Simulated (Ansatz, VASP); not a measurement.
## Two plane-wave programs on K

```xyz
2
Lattice="0.0000 4.8261 4.8261 4.8261 0.0000 4.8261 4.8261 4.8261 0.0000" Properties=species:S:1:pos:R:3 pbc="T T T"
K     1.2065    1.2065    1.2065
K     8.4457    8.4457    8.4457
```

Alike in both runs: task single point; functional revPBE; k mesh 6 × 6 × 6; occupations fermi-dirac, width 0.1 eV; no spin polarisation.

|  | VASP | Ansatz |
| --- | --- | --- |
| version | VASP 6.6.1 | Ansatz 0.2.0 |
| potentials or method | VASP PAW PBE potentials, release 64 (K_sv), cutoff 520 eV | plane waves (420 eV) with PAW, scalar-relativistic |
| valence electrons in the cell | 18 | 18 |

|  | VASP | Ansatz | Ansatz less VASP |
| --- | --- | --- | --- |
| pressure (GPa) | 0.1 | 0.1 | +0.01 |

VASP's potentials were made for PBE, not for revPBE.
